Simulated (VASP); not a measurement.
# C (I4/mmm) in VASP: a series of runs, part 2 of 2

VASP 6.6.1. Earlier steps stand in the parts before.

## (3) Single point, PBE

This run uses another cell than the first one, of 6.02 Å³/atom, 1.064 times its volume.

INCAR reads:

```
SYSTEM = C
PREC = Accurate
ENCUT = 520
EDIFF = 1E-6
ISMEAR = 0
SIGMA = 0.1
LREAL = .FALSE.
LASPH = .TRUE.
NELM = 100
ALGO = Normal
ISIF = 2
LWAVE = .FALSE.
LCHARG = .TRUE.
GGA = PE
LELF = .TRUE.
LVHAR = .TRUE.
NBANDS = 16
```

KPOINTS reads:

```
Automatic mesh
0
G
  8 8 8
  0 0 0
```

POSCAR reads:

```
C
1.0
   -2.1893959733      2.1893959733      1.2551624278
    2.1893959733     -2.1893959733      1.2551624278
    2.1893959733      2.1893959733     -1.2551624278
C
4
Direct
    0.6802408877      0.6802408877      0.3604817755
    0.3197591123      0.3197591123      0.6395182245
    0.3197591123      0.6802408877      0.0000000000
    0.6802408877      0.3197591123      0.0000000000
```

Potentials or basis: VASP PAW PBE potentials, release 64 (C).

Run with:

```sh
cat potpaw_PBE.64/C/POTCAR > POTCAR
mpirun -np 1 vasp_std > vasp.out
```

Run time: 26 s. Hardware: 1 thread of Intel Xeon 6975P-C (Granite Rapids), shared host; peak memory 0.15 GiB.

It converged, with:

* Free energy: -35.5850 eV
* Pressure: 0.6 GPa
* Largest force: 0.005 eV/Å
* Band gap on the k mesh: 2.53 eV, indirect (least direct gap 4.73 eV)

Forces on the atoms (eV/Å):
```
C    0.003  0.003  0.000
C   -0.003 -0.003  0.000
C    0.003 -0.003  0.000
C   -0.003  0.003  0.000
```

Stress tensor (GPa, compression positive):
```
0.52 0.00 0.00
0.00 0.52 0.00
0.00 0.00 0.61
```

Levels at points of the mesh, in eV from the valence-band top:
```
           k point  band 4  band 5  band 6  band 7  band 8  band 9  band 10  band 11  band 12  band 13
(0.00, 0.00, 0.00)   -9.39   -7.25   -3.26   -3.26   -0.89    4.44     4.75     4.75     8.99     8.99
(0.50, 0.00, 0.00)  -10.22   -9.03   -6.42   -4.98   -3.18    4.46     7.62     8.12     9.39    10.45
(0.50, 0.50, 0.00)   -6.90   -5.97   -4.22   -3.68   -3.46    5.21     6.42     7.18    10.46    10.76
(0.50, 0.50, 0.50)  -10.97   -6.26   -0.66    0.00    0.00    4.73     6.50     9.56    10.37    10.37
```

## (4) Single point, PBE

This run uses another cell than the first one, of 6.02 Å³/atom, 1.064 times its volume.

INCAR reads:

```
PREC     = Accurate       # precision mode
ENCUT    = 520            # plane-wave cutoff, eV
EDIFF    = 1E-6           # SCF threshold, eV
ISMEAR   = 0              # smearing method
SIGMA    = 0.02           # smearing width, eV
LREAL    = F              # projectors in reciprocal space
LASPH    = T              # aspherical terms in the spheres
NELM     = 60             # most SCF steps
ALGO     = Normal         # electronic algorithm
ISIF     = 2              # what is computed and relaxed
LWAVE    = F              # write WAVECAR
LCHARG   = F              # write CHGCAR
GGA      = PE             # functional
NBANDS   = 16             # bands
```

KPOINTS reads:

```
Automatic mesh
0
Gamma
  10 10 10
```

POSCAR: that of step 3 with these lines changed.

```diff
@@ -8,4 +8,4 @@
 Direct
-    0.6802408877      0.6802408877      0.3604817755
-    0.3197591123      0.3197591123      0.6395182245
+    0.6802408877      0.6802408877      0.3604817754
+    0.3197591123      0.3197591123      0.6395182246
     0.3197591123      0.6802408877      0.0000000000
```

Run with:

```sh
cat potpaw_PBE.64/C/POTCAR > POTCAR
mpirun -np 1 vasp_std > vasp.out
```

Run time: 41 s. Hardware: 1 thread of Intel Xeon 6975P-C (Granite Rapids), shared host; peak memory 0.16 GiB.

Results (log left out):

- Free energy: -35.5853 eV
- Pressure: 0.6 GPa
- Largest force: 0.004 eV/Å
- Band gap on the k mesh: 2.71 eV, indirect (least direct gap 4.69 eV)

Forces in eV/Å, atoms in the order of the input:
```
C    0.003  0.003  0.000
C   -0.003 -0.003  0.000
C    0.003 -0.003  0.000
C   -0.003  0.003  0.000
```

Stress tensor (GPa, compression positive):
```
0.53 0.00 0.00
0.00 0.53 0.00
0.00 0.00 0.61
```

Levels at points of the mesh, in eV from the valence-band top:
```
           k point  band 5  band 6  band 7  band 8  band 9  band 10  band 11  band 12
(0.00, 0.00, 0.00)   -7.25   -3.26   -3.26   -0.89    4.44     4.75     4.75     8.99
(0.50, 0.00, 0.00)   -9.03   -6.42   -4.98   -3.18    4.46     7.62     8.12     9.39
(0.50, 0.50, 0.00)   -5.97   -4.22   -3.68   -3.46    5.21     6.42     7.18    10.46
(0.50, 0.50, 0.50)   -6.26   -0.66    0.00    0.00    4.73     6.50     9.56    10.37
```

A k mesh can miss the band edges. As with any semilocal functional, this PBE gap is likely too small.

## (5) Relaxation of cell and atoms, PBE

INCAR reads:

```
PREC = Accurate
ENCUT = 600
EDIFF = 1E-6
ISMEAR = 0
SIGMA = 0.1
LREAL = F
LASPH = T
NELM = 80
ALGO = Normal
ISIF = 3
LWAVE = F
LCHARG = F
GGA = PE
IBRION = 2
NSW = 90
EDIFFG = -0.04
```

KPOINTS reads:

```
regular mesh
0
Gamma
  8 8 8
```

POSCAR reads:

```
C
1.0
   -2.1118723600      2.1118723600      1.2674977700
    2.1118723600     -2.1118723600      1.2674977700
    2.1118723600      2.1118723600     -1.2674977700
C
4
Direct
    0.6804985700      0.6804985700      0.3609971300
    0.3195014300      0.3195014300      0.6390028700
    0.3195014300      0.6804985700      0.0000000000
    0.6804985700      0.3195014300      0.0000000000
```

Run with:

```sh
cat potpaw_PBE.64/C/POTCAR > POTCAR
mpirun -np 1 vasp_std > vasp.out
```

Run time: 87 s. Hardware: 1 thread of Intel Xeon 6975P-C (Granite Rapids), shared host; peak memory 0.15 GiB.

Results (log left out):

| Item | Value |
| --- | --- |
| Free energy | -35.5885 eV |
| Relaxed volume | 6.02 Å³/atom |
| Relaxed cell | a = 3.341 Å, b = 3.341 Å, c = 3.341 Å, α = 98.12°, β = 98.12°, γ = 135.86° |
| Space group after relaxing (to 0.05 Å) | I4/mmm (No. 139) |
| Energy gained by relaxing | 57.3 meV/atom |
| Ionic steps | 8 |
| Pressure after relaxing | 0.0 GPa |
| Largest force after relaxing | 0.004 eV/Å |
| Band gap on the k mesh | 2.53 eV, indirect (least direct gap 4.72 eV) |

Forces on the atoms (eV/Å):
```
C    0.003  0.003  0.000
C   -0.003 -0.003  0.000
C    0.003 -0.003  0.000
C   -0.003  0.003  0.000
```

Stress tensor (GPa, compression positive):
```
 0.08  0.00  0.00
 0.00  0.08  0.00
 0.00  0.00 -0.20
```

The path:
| step | energy change (eV) | largest force (eV/Å) | pressure (GPa) | volume (Å³) |
| --- | --- | --- | --- | --- |
| 1 | 0.0000 | 0.4626 | 27.46 | 22.61 |
| 2 | 0.0897 | 1.6618 | -21.96 | 25.87 |
| 3 | -0.2050 | 0.8888 | 0.68 | 24.00 |
| 4 | -0.1420 | 1.5263 | -6.56 | 24.59 |
| 5 | -0.2282 | 0.0349 | -2.13 | 24.20 |
| 6 | -0.2283 | 0.0516 | -2.09 | 24.20 |
| 7 | -0.2285 | 0.0500 | 1.72 | 23.97 |
| 8 | -0.2291 | 0.0041 | -0.01 | 24.07 |

Final structure:
```yaml
crystal:
  lattice:
    - [-2.18946, 2.18946, 1.25545]
    - [2.18946, -2.18946, 1.25545]
    - [2.18946, 2.18946, -1.25545]
  atoms:
    - { symbol: C, position: [0.68025, 0.68025, 0.36050] }
    - { symbol: C, position: [0.31975, 0.31975, 0.63950] }
    - { symbol: C, position: [0.31975, 0.68025, 0.00000] }
    - { symbol: C, position: [0.68025, 0.31975, 0.00000] }
```

Levels at points of the mesh, in eV from the valence-band top:
```tsv
k point	band 4	band 5	band 6	band 7	band 8	band 9	band 10	band 11	band 12
(0.00, 0.00, 0.00)	-9.39	-7.25	-3.26	-3.26	-0.89	4.44	4.75	4.75	8.98
(0.50, 0.00, 0.00)	-10.22	-9.03	-6.42	-4.98	-3.18	4.45	7.62	8.12	9.39
(0.50, 0.50, 0.00)	-6.90	-5.96	-4.23	-3.67	-3.47	5.21	6.41	7.18	10.46
(0.50, 0.50, 0.50)	-10.97	-6.26	-0.66	0.00	0.00	4.72	6.50	9.56	10.37
```

A k mesh can miss the band edges. As with any semilocal functional, this PBE gap is likely too small.

## (6) Relaxation of cell and atoms, PBE

This run uses another cell than the first one, of 6.02 Å³/atom, 1.064 times its volume.

INCAR reads:

```
PREC = Accurate ; ENCUT = 600
EDIFF = 1E-6 ; ISMEAR = 0
SIGMA = 0.02 ; LREAL = False
LASPH = True ; NELM = 100
ALGO = Normal ; ISIF = 3
LWAVE = False ; LCHARG = False
GGA = PE ; IBRION = 2
NSW = 100 ; EDIFFG = -0.01
```

KPOINTS reads:

```
Automatic mesh
0
Gamma
  10 10 10
```

POSCAR reads:

```
C
1.0
   -2.1893959733      2.1893959733      1.2551624278
    2.1893959733     -2.1893959733      1.2551624278
    2.1893959733      2.1893959733     -1.2551624278
C
4
Direct
    0.6802408877      0.6802408877      0.3604817755
    0.3197591123      0.3197591123      0.6395182245
    0.3197591123      0.6802408877      0.0000000000
    0.6802408877      0.3197591123      0.0000000000
```

Potentials or basis: VASP PAW PBE potentials, release 64 (C).

Run with:

```sh
cat potpaw_PBE.64/C/POTCAR > POTCAR
mpirun -np 1 vasp_std > vasp.out
```

Run time: 31 s. Hardware: 1 thread of Intel Xeon 6975P-C (Granite Rapids), shared host; peak memory 0.16 GiB.

Results (log left out):

| Quantity | Value |
| --- | --- |
| Free energy | -35.5936 eV |
| Pressure after relaxing | -0.1 GPa |
| Band gap on the k mesh | 2.71 eV, indirect (least direct gap 4.69 eV) |

Forces on the atoms (eV/Å):
```
C    0.002  0.002  0.000
C   -0.002 -0.002  0.000
C    0.002 -0.002  0.000
C   -0.002  0.002  0.000
```

Final structure:
```
C
1.0
    -2.18940    2.18940    1.25516
     2.18940   -2.18940    1.25516
     2.18940    2.18940   -1.25516
C
4
Cartesian
  0.7892 0.7892 1.2552
  1.4002 1.4002 0.0000
  0.7892 -0.7892 1.2552
  -0.7892 0.7892 1.2552
```

Levels at points of the mesh, in eV from the valence-band top:
```
           k point  band 5  band 6  band 7  band 8  band 9  band 10  band 11  band 12
(0.00, 0.00, 0.00)   -7.26   -3.26   -3.26   -0.89    4.44     4.75     4.75     8.99
(0.50, 0.00, 0.00)   -9.03   -6.42   -4.98   -3.18    4.46     7.62     8.12     9.39
(0.50, 0.50, 0.00)   -5.97   -4.22   -3.68   -3.46    5.21     6.42     7.18    10.46
(0.50, 0.50, 0.50)   -6.26   -0.66    0.00    0.00    4.73     6.50     9.56    10.37
```

Caveat: the relaxation stopped at its first step, so nothing moved. A k mesh can miss the band edges.

## (7) Overview

```tsv
task	cell	k mesh	cutoff (eV)	smearing	gap on the mesh (eV)	pressure (GPa)
single point	a = 3.244 Å, angles 98.8, 98.8, 134.0°, 4 atoms	8 × 8 × 8	520	gaussian 0.1 eV	2.16	28.2
single point	a = 3.341 Å, angles 98.1, 98.1, 135.9°, 4 atoms	8 × 8 × 8	520	gaussian 0.1 eV	2.53	0.6
single point	a = 3.341 Å, angles 98.1, 98.1, 135.9°, 4 atoms	10 × 10 × 10	520	gaussian 0.02 eV	2.71	0.6
relaxation of cell and atoms	relaxed from a = 3.244 Å, angles 98.8, 98.8, 134.0°, 4 atoms	8 × 8 × 8	600	gaussian 0.1 eV	2.53	0.0
relaxation of cell and atoms	relaxed from a = 3.341 Å, angles 98.1, 98.1, 135.9°, 4 atoms	10 × 10 × 10	600	gaussian 0.02 eV	2.71	-0.1
```

Alike in all rows: level PBE; potentials or basis VASP PAW PBE potentials, release 64 (C); no spin polarisation.

Caveats: the relaxation stopped at its first step, so nothing moved (some runs).

Absolute energies hang on the potentials; compare differences alone.
